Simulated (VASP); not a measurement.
# PbS (P6_3/mmc) in VASP: a series of runs

PbS is run at these levels: PBE, r2SCAN; tasks: relaxation of cell and atoms, single point.

All numbers are computed with VASP 6.6.1; they aren't measurements. Logs are shortened: lines on timing, memory, paths and dates and some standing lists are left out, and cuts for length are marked.

## Step 1: The cell of the first run

It takes space group P6_3/mmc (No. 194, hexagonal). The conventional cell has a = 3.753 Å, b = 3.753 Å, c = 6.117 Å, α = 90.00°, β = 90.00°, γ = 120.00°. Within 3.5 Å of Pb (site symmetry -3m) lie 6 S at 2.65 Å and 2 Pb at 3.06 Å. S (site symmetry -6m2) has 6 Pb at 2.65 Å within 3.5 Å.

## Step 2: Relaxation of cell and atoms, PBE

File INCAR:

```
PREC     = Accurate       # precision mode
ENCUT    = 500            # plane-wave cutoff, eV
EDIFF    = 1E-7           # SCF threshold, eV
ISMEAR   = -1             # smearing method
SIGMA    = 0.02           # smearing width, eV
LREAL    = F              # projectors in reciprocal space
LASPH    = T              # aspherical terms in the spheres
NELM     = 120            # most SCF steps
ALGO     = Normal         # electronic algorithm
ISIF     = 3              # what is computed and relaxed
LWAVE    = F              # write WAVECAR
LCHARG   = F              # write CHGCAR
GGA      = PE             # functional
IBRION   = 2              # ionic algorithm
NSW      = 80             # ionic steps
EDIFFG   = -0.005         # ionic threshold
GGA_COMPAT= F            
NELMIN   = 4
```

File KPOINTS:

```
Automatic mesh
0
Gamma
  12 12 4
```

File POSCAR:

```
PbS
1.0
    3.7528912500      0.0000000000      0.0000000000
   -1.8764456250      3.2500991601      0.0000000000
    0.0000000000      0.0000000000      6.1172127375
Pb S
2 2
Direct
    0.0000000000      0.0000000000      0.0000000000
    0.0000000000      0.0000000000      0.5000000000
    0.3333333333      0.6666666667      0.2500000000
    0.6666666667      0.3333333333      0.7500000000
```

Potentials or basis: VASP PAW PBE potentials, release 64 (Pb_d, S).

Run with:

```sh
> cat potpaw_PBE.64/Pb_d/POTCAR potpaw_PBE.64/S/POTCAR > POTCAR
> mpirun -np 1 vasp_std > vasp.out
```

OUTCAR:

```text
PREC = Accurate
   ENCUT = 500
   EDIFF = 1E-7
   ISMEAR = -1
   LREAL = F
   LASPH = T
   NELM = 120
   ISIF = 3
   GGA = PE
   IBRION = 2
   NSW = 80
   EDIFFG = -0.005
   NELMIN = 4

 ion  position               nearest neighbor table
   1  0.000  0.000  0.000-   3 2.65   4 2.65   3 2.65   4 2.65   4 2.65   3 2.65   2 3.06   2 3.06

   2  0.000  0.000  0.500-   3 2.65   4 2.65   3 2.65   4 2.65   4 2.65   3 2.65   1 3.06   1 3.06

   3  0.333  0.667  0.250-   1 2.65   2 2.65   1 2.65   2 2.65   1 2.65   2 2.65
   4  0.667  0.333  0.750-   1 2.65   2 2.65   1 2.65   2 2.65   1 2.65   2 2.65

  LATTYP: Found a hexagonal cell.
 ALAT       =     3.7528912500
 C/A-ratio  =     1.6300000000

  Lattice vectors:

 A1 = (   3.7528912500,   0.0000000000,   0.0000000000)
 A2 = (  -1.8764456250,   3.2500991601,   0.0000000000)
 A3 = (   0.0000000000,   0.0000000000,   6.1172127375)

Analysis of symmetry for initial positions (statically):
=====================================================================
 Subroutine PRICEL returns:
 Original cell was already a primitive cell.

 Routine SETGRP: Setting up the symmetry group for a
 hexagonal supercell.

 Subroutine GETGRP returns: Found 24 space group operations
 (whereof 12 operations were pure point group operations)
 out of a pool of 24 trial point group operations.

The static configuration has the point symmetry D_3d.
 The point group associated with its full space group is D_6h.

Analysis of symmetry for dynamics (positions and initial velocities):
=====================================================================
 Subroutine PRICEL returns:
 Original cell was already a primitive cell.

 Routine SETGRP: Setting up the symmetry group for a
 hexagonal supercell.

 Subroutine GETGRP returns: Found 24 space group operations
 (whereof 12 operations were pure point group operations)
 out of a pool of 24 trial point group operations.

The dynamic configuration has the point symmetry D_3d.
 The point group associated with its full space group is D_6h.

 Subroutine INISYM returns: Found 24 space group operations
 (whereof 12 operations are pure point group operations),
 and found     1 'primitive' translations

----------------------------------------------------------------------------------------

                                     Primitive cell

  volume of cell :      74.6133

  direct lattice vectors                    reciprocal lattice vectors
     3.752891250  0.000000000  0.000000000     0.266461225  0.153841460  0.000000000
    -1.876445625  3.250099160  0.000000000     0.000000000  0.307682920  0.000000000
     0.000000000  0.000000000  6.117212738     0.000000000  0.000000000  0.163473144

  length of vectors
     3.752891250  3.752891250  6.117212738     0.307682920  0.307682920  0.163473144

  position of ions in fractional coordinates (direct lattice)
     0.000000000  0.000000000  0.000000000
     0.000000000  0.000000000  0.500000000
     0.333333333  0.666666667  0.250000000
     0.666666667  0.333333333  0.750000000

  ion indices of the primitive-cell ions
   primitive index   ion index
                 1           1
                 2           2
                 3           3
                 4           4

----------------------------------------------------------------------------------------

 KPOINTS: Automatic mesh

Automatic generation of k-mesh.
 Grid dimensions read from file:
 generate k-points for:   12   12    4

 Generating k-lattice:

  Cartesian coordinates                     Fractional coordinates (reciprocal lattice)
     0.022205102  0.012820122  0.000000000     0.083333333  0.000000000  0.000000000
     0.000000000  0.025640243  0.000000000     0.000000000  0.083333333  0.000000000
     0.000000000  0.000000000  0.040868286     0.000000000  0.000000000  0.250000000

  Length of vectors
     0.025640243  0.025640243  0.040868286

  Shift w.r.t. Gamma in fractional coordinates (k-lattice)
     0.000000000  0.000000000  0.000000000

 Subroutine IBZKPT returns following result:
[... 45 lines left out ...]

 number of electron      39.9999991 magnetization

 Free energy of the ion-electron system (eV)
  ---------------------------------------------------
  ext. energy  EPLUGINS =         0.00000000
  ---------------------------------------------------
  free energy    TOTEN  =       -13.42429656 eV

  energy without entropy =      -13.42374930  energy(sigma->0) =      -13.42402293

 E-fermi :  10.8729     XC(G=0): -11.3391

 val. band max:       10.8511213774   @ k =   0.2500   0.0000   0.0000
 cond. band min:      10.9232375606   @ k =   0.2500   0.2500   0.0000
 fundamental gap:      0.0721161832
 Fermi energy:        10.8728924746

 k-point     1 :       0.0000    0.0000    0.0000
  band No.  band energies     occupation
      1      -7.4939      2.00000
      2      -7.1755      2.00000
      3      -7.1755      2.00000
      4      -6.9564      2.00000
      5      -6.9564      2.00000
      6      -6.9259      2.00000
[... 637 lines left out ...]
     23      13.3557      0.00000
     24      14.5733      0.00000

 [... further k-points ...]
[... 5 lines left out ...]
  --------------------------------------------------------------------------------------
  -------------------------------------------------------------------------------------
  Total       19.9953175     19.9953175     25.6298721      0.0000000     -0.0000000      0.0000000
  in kB      429.3611169    429.3611169    550.3523770      0.0000000     -0.0000000      0.0000000
  external PRESSURE =     469.6915369 kB  Pullay stress =       0.0000000 kB
[... 25 lines left out ...]
--------------------------------------- Ionic step        2  -------------------------------------------

 number of electron      40.0000000 magnetization

 E-fermi :   2.2724     XC(G=0):  -8.0500

 val. band max:        2.0421829453   @ k =   0.3333   0.3333   0.0000
 cond. band min:       2.4846051398   @ k =   0.0000   0.0000   0.0000
 fundamental gap:      0.4424221945
 Fermi energy:         2.2723834218

 k-point     1 :       0.0000    0.0000    0.0000
  band No.  band energies     occupation
      1     -14.8246      2.00000
      2     -14.7984      2.00000
      3     -14.7984      2.00000
      4     -14.7960      2.00000
      5     -14.7960      2.00000
      6     -14.7807      2.00000
[... 637 lines left out ...]
     23       4.8106      0.00000
     24       5.0815      0.00000

 [... further k-points ...]
[... 5 lines left out ...]
  --------------------------------------------------------------------------------------
  -------------------------------------------------------------------------------------
  Total       -7.6775958     -7.6775958     -8.2698375      0.0000000      0.0000000      0.0000000
  in kB      -81.7502569    -81.7502569    -88.0563866      0.0000000      0.0000000      0.0000000
  external PRESSURE =     -83.8523001 kB  Pullay stress =       0.0000000 kB
[... 253 lines left out ...]
--------------------------------------- Ionic step        9  -------------------------------------------

 number of electron      40.0000009 magnetization

 Free energy of the ion-electron system (eV)
  ---------------------------------------------------
  ext. energy  EPLUGINS =         0.00000000
  ---------------------------------------------------
  free energy    TOTEN  =       -17.28154046 eV

  energy without entropy =      -17.28143336  energy(sigma->0) =      -17.28148691

 E-fermi :   5.5572     XC(G=0):  -9.4310

 val. band max:        5.5524819998   @ k =   0.0000   0.0000   0.0000
 cond. band min:       5.5645583255   @ k =   0.0000   0.0000   0.0000
 fundamental gap:      0.0120763257
 Fermi energy:         5.5572150228

 k-point     1 :       0.0000    0.0000    0.0000
  band No.  band energies     occupation
      1     -11.7261      2.00000
      2     -11.6540      2.00000
      3     -11.6540      2.00000
      4     -11.6397      2.00000
      5     -11.6397      2.00000
      6     -11.6311      2.00000
[... 637 lines left out ...]
     23       8.2040      0.00000
     24       8.6405      0.00000

 [... further k-points ...]
[... 5 lines left out ...]
  --------------------------------------------------------------------------------------
  -------------------------------------------------------------------------------------
  Total       -0.0043228     -0.0043228      0.0126918      0.0000000     -0.0000000      0.0000000
  in kB       -0.0631116     -0.0631116      0.1852964      0.0000000     -0.0000000      0.0000000
  external PRESSURE =       0.0196911 kB  Pullay stress =       0.0000000 kB
[... 19 lines left out ...]
  FREE ENERGIE OF THE ION-ELECTRON SYSTEM (eV)
  ---------------------------------------------------
  free  energy   TOTEN  =       -17.2815404600 eV

  energy  without entropy=      -17.2814333585  energy(sigma->0) =      -17.28148691

 reached required accuracy - stopping structural energy minimisation
```

It took 5.1 min on 1 thread of Intel Xeon 6975P-C (Granite Rapids), shared host; peak memory 0.24 GiB.

Results:

- Free energy: -17.2815 eV
- Relaxed volume: 27.44 Å³/atom
- Relaxed cell: a = 4.154 Å, b = 4.154 Å, c = 7.342 Å, α = 90.00°, β = 90.00°, γ = 120.00°
- Space group after relaxing (to 0.1 Å): P6_3/mmc (No. 194)
- Energy gained by relaxing: 964.3 meV/atom
- Ionic steps: 9
- Pressure after relaxing: 0.0 GPa
- Band gap on the k mesh: 0.01 eV

The path:
```csv
step,energy change (eV),largest force (eV/Å),pressure (GPa),volume (Å³)
1,0.0000,0.0000,46.97,74.61
2,-2.4464,0.0000,-8.39,150.47
3,-3.8276,0.0000,-0.22,110.95
4,-3.8270,0.0000,0.18,110.13
5,-3.8456,0.0000,0.18,109.87
6,-3.8571,0.0000,0.16,109.39
7,-3.8571,0.0000,0.16,109.41
8,-3.8572,0.0000,-0.10,109.94
9,-3.8572,0.0000,0.00,109.74
```

Final structure:
```cif
data_structure
_symmetry_space_group_name_H-M 'P 1'
_symmetry_Int_Tables_number 1
_cell_length_a 4.1544
_cell_length_b 4.1544
_cell_length_c 7.3421
_cell_angle_alpha 90.000
_cell_angle_beta 90.000
_cell_angle_gamma 120.000
_cell_volume 109.74
loop_
_atom_site_label
_atom_site_type_symbol
_atom_site_fract_x
_atom_site_fract_y
_atom_site_fract_z
_atom_site_occupancy
Pb1 Pb 0.00000 0.00000 0.00000 1
Pb2 Pb 0.00000 0.00000 0.50000 1
S1 S 0.33333 0.66667 0.25000 1
S2 S 0.66667 0.33333 0.75000 1
```

Caveat: the volume moved by over 15 % at a fixed basis, so the end points are rough; spin-orbit coupling is left out, which moves the levels of the heavy elements. A k mesh can miss the band edges.

## Step 3: Single point, r2SCAN

This run uses another cell than the first one, of 27.00 Å³/atom.

File POSCAR:

```
PbS
1.0
    4.1234513013      0.0000000000      0.0000000000
   -2.0617256507      3.5710135782      0.0000000000
    0.0000000000      0.0000000000      7.3337316572
Pb S
2 2
Direct
    0.0000000000      0.0000000000      0.0000000000
    0.0000000000      0.0000000000      0.5000000000
    0.3333333333      0.6666666667      0.2500000000
    0.6666666667      0.3333333333      0.7500000000
```

File INCAR.step1:

```
PREC = Accurate
ENCUT = 550
ISMEAR = -1
SIGMA = 0.02
LREAL = F
LASPH = T
NELM = 120
NBANDS = 28
GGA = PE
ALGO = Normal
EDIFF = 1E-5
LWAVE = T
LCHARG = F
GGA_COMPAT = F
```

File INCAR.step2:

```
PREC = Accurate
ENCUT = 550
EDIFF = 1E-6
ISMEAR = -1
SIGMA = 0.02
LREAL = F
LASPH = T
NELM = 120
ALGO = Normal
ISIF = 2
LWAVE = F
LCHARG = T
METAGGA = R2SCAN
LMIXTAU = T
LELF = T
LVHAR = T
NBANDS = 28
ISTART = 1
GGA_COMPAT = F
```

File KPOINTS:

```
regular mesh
0
Gamma
  12 12 4
```

Potentials or basis: VASP PAW PBE potentials, release 64 (Pb_d, S).

Run with:

```sh
> cat potpaw_PBE.64/Pb_d/POTCAR potpaw_PBE.64/S/POTCAR > POTCAR
> cp INCAR.step1 INCAR
> mpirun -np 1 vasp_std > vasp.out
> cp INCAR.step2 INCAR
> mpirun -np 1 vasp_std > vasp.out
```

Wall time 4.3 min (1 thread of Intel Xeon 6975P-C (Granite Rapids), shared host); peak memory 0.34 GiB.

Results (log left out):

* Free energy: -130.9594 eV
* Pressure: 0.0 GPa
* Band gap on the k mesh: 0.25 eV

Levels at points of the mesh, in eV from the valence-band top:
```tsv
k point	band 18	band 19	band 20	band 21	band 22	band 23
(0.00, 0.00, 0.00)	-2.00	-2.00	0.00	0.25	3.22	3.22
(0.50, 0.00, 0.00)	-2.15	-2.03	-1.23	0.25	1.85	2.55
(0.00, 0.00, 0.50)	-2.21	-1.83	-1.83	2.63	2.63	3.28
(0.50, 0.00, 0.50)	-3.10	-2.99	-2.99	2.65	2.65	2.82
```

Caveat: the PAW data sets were made with another functional, which shifts forces and pressure a little; spin-orbit coupling is left out, which moves the levels of the heavy elements.

## Step 4: Relaxation of cell and atoms, r2SCAN

This run uses another cell than the first one, of 27.50 Å³/atom.

File POSCAR:

```
PbS
1.0
    4.1540076946      0.0000000000      0.0000000000
   -2.0770038473      3.5974761911      0.0000000000
    0.0000000000      0.0000000000      7.3595791269
Pb S
2 2
Direct
    0.0000000000      0.0000000000      0.0000000000
    0.0000000000      0.0000000000      0.5000000000
    0.3333333333      0.6666666667      0.2500000000
    0.6666666667      0.3333333333      0.7500000000
```

File INCAR.step1:

```
SYSTEM = PbS
  ALGO = Normal
  EDIFF = 1E-5
  EDIFFG = -0.005
  ENCUT = 550
  GGA = PE
  GGA_COMPAT = .False.
  IBRION = 2
  ISIF = 3
  ISMEAR = -1
  LASPH = .True.
  LCHARG = .False.
  LREAL = .False.
  LWAVE = .True.
  NELM = 120
  NELMIN = 4
  NSW = 100
  PREC = Accurate
  SIGMA = 0.02
```

File INCAR.step2:

```
SYSTEM = PbS
  ALGO = Normal
  EDIFF = 1E-7
  EDIFFG = -0.005
  ENCUT = 550
  GGA_COMPAT = .False.
  IBRION = 2
  ISIF = 3
  ISMEAR = -1
  ISTART = 1
  LASPH = .True.
  LCHARG = .False.
  LMIXTAU = .True.
  LREAL = .False.
  LWAVE = .False.
  METAGGA = R2SCAN
  NELM = 120
  NELMIN = 4
  NSW = 80
  PREC = Accurate
  SIGMA = 0.02
```

File KPOINTS:

```
k-points
0
Gamma
  6 6 4
  0 0 0
```

Run with:

```sh
> cat potpaw_PBE.64/Pb_d/POTCAR potpaw_PBE.64/S/POTCAR > POTCAR
> cp INCAR.step1 INCAR
> mpirun -np 1 vasp_std > vasp.out
> cp INCAR.step2 INCAR
> mpirun -np 1 vasp_std > vasp.out
```

It took 7.6 min on 1 thread of Intel Xeon 6975P-C (Granite Rapids), shared host; peak memory 0.28 GiB.

It converged, with:

```
Free energy                           : -130.9597 eV
Relaxed volume                        : 26.99 Å³/atom
Relaxed cell                          : a = 4.123 Å, b = 4.123 Å, c = 7.332 Å, α = 90.00°, β = 90.00°, γ = 120.00°
Space group after relaxing (to 0.1 Å) : P6_3/mmc (No. 194)
Energy gained by relaxing             : 1.6 meV/atom
Ionic steps                           : 5
Pressure after relaxing               : 0.0 GPa
Band gap on the k mesh                : 0.25 eV
```

The path:
```tsv
step	energy change (eV)	largest force (eV/Å)	pressure (GPa)	volume (Å³)
1	0.0000	0.0000	-1.00	109.98
2	-0.0053	0.0000	0.41	107.26
3	-0.0063	0.0000	0.00	108.02
4	-0.0064	0.0000	0.00	107.99
5	-0.0064	0.0000	0.00	107.95
```

Final structure:
```
Pb S
1.0
     4.12308    0.00000    0.00000
    -2.06154    3.57070    0.00000
     0.00000    0.00000    7.33219
Pb S
2 2
Direct
  0.00000 0.00000 0.00000
  0.00000 0.00000 0.50000
  0.33333 0.66667 0.25000
  0.66667 0.33333 0.75000
```

Levels at points of the mesh, in eV from the valence-band top:
```csv
k point,band 17,band 18,band 19,band 20,band 21,band 22,band 23,band 24
"(0.00, 0.00, 0.00)",-2.44,-2.00,-2.00,0.00,0.25,3.22,3.22,3.62
"(0.50, 0.00, 0.00)",-3.57,-2.15,-2.03,-1.23,0.25,1.85,2.55,3.76
"(0.00, 0.00, 0.50)",-2.22,-2.22,-1.83,-1.83,2.63,2.63,3.28,3.28
"(0.50, 0.00, 0.50)",-3.10,-3.10,-2.99,-2.99,2.64,2.64,2.82,2.82
```

Caveat: the PAW data sets were made with another functional, which shifts forces and pressure a little; spin-orbit coupling is left out, which moves the levels of the heavy elements. A k mesh can miss the band edges.

## Step 5: Single point, PBE, non-collinear spin, zero start, spin-orbit coupling

This run uses another cell than the first one, of 27.00 Å³/atom.

File INCAR:

```
ALGO = Normal
EDIFF = 1E-6
ENCUT = 500
GGA = PE
GGA_COMPAT = F
ISIF = 2
ISMEAR = -1
LASPH = T
LCHARG = F
LNONCOLLINEAR = T
LORBIT = 11
LORBMOM = T
LREAL = F
LSORBIT = T
LWAVE = F
MAGMOM = 0 0 0 0 0 0 0 0 0 0 0 0
NBANDS = 54
NELM = 200
PREC = Accurate
SIGMA = 0.02
```

File KPOINTS:

```
k-points
0
Gamma
  12 12 4
```

File POSCAR:

```
PbS
1.0
    4.1234513013      0.0000000000      0.0000000000
   -2.0617256507      3.5710135782      0.0000000000
    0.0000000000      0.0000000000      7.3337316572
Pb S
2 2
Direct
    0.0000000000      0.0000000000      0.0000000000
    0.0000000000      0.0000000000      0.5000000000
    0.3333333333      0.6666666667      0.2500000000
    0.6666666667      0.3333333333      0.7500000000
```

Run with:

```sh
> cat potpaw_PBE.64/Pb_d/POTCAR potpaw_PBE.64/S/POTCAR > POTCAR
> mpirun -np 1 vasp_ncl > vasp.out
```

Run time: 10 min. Hardware: 1 thread of Oxide Virtual Turin-like, shared host; peak memory 0.64 GiB.

It converged, with:

| Quantity | Value |
| --- | --- |
| Free energy | -18.0526 eV |
| Pressure | 0.8 GPa |
| Net moment | 0.00 μB per cell |
| Valence electrons inside the program's atomic spheres | Pb 11.84; S 3.67 |

Moments on the atoms (μB; x, y, z):
```
Pb  0.00 0.00 0.00
Pb  0.00 0.00 0.00
S   0.00 0.00 0.00
S   0.00 0.00 0.00
```

## Step 6: Overview

| task | level | spin | cell | k mesh | cutoff (eV) | gap on the mesh (eV) | pressure (GPa) | relaxed volume (Å³/atom) |
| --- | --- | --- | --- | --- | --- | --- | --- | --- |
| relaxation of cell and atoms | PBE | off | relaxed from a = 3.753, b = 3.753, c = 6.117 Å, angles 90.0, 90.0, 120.0°, 4 atoms | 12 × 12 × 4 | 500 | 0.01 | 0.0 | 27.44 |
| single point | r2SCAN | off | a = 4.123, b = 4.123, c = 7.334 Å, angles 90.0, 90.0, 120.0°, 4 atoms | 12 × 12 × 4 | 550 | 0.25 | 0.0 | - |
| relaxation of cell and atoms | r2SCAN | off | relaxed from a = 4.154, b = 4.154, c = 7.360 Å, angles 90.0, 90.0, 120.0°, 4 atoms | 6 × 6 × 4 | 550 | 0.25 | 0.0 | 26.99 |
| single point | PBE | non-collinear, zero start, SOC | a = 4.123, b = 4.123, c = 7.334 Å, angles 90.0, 90.0, 120.0°, 4 atoms | 12 × 12 × 4 | 500 | - | 0.8 | - |

Alike in all rows: potentials or basis VASP PAW PBE potentials, release 64 (Pb_d, S); smearing fermi-dirac 0.02 eV.

Caveats: spin-orbit coupling is left out, which moves the levels of the heavy elements (at least some runs); the PAW data sets were made with another functional, which shifts forces and pressure a little (at least some runs); the volume moved by over 15 % at a fixed basis, so the end points are rough (at least some runs).

Total energies depend on the potentials used, so only differences within one code and one set of settings carry meaning.
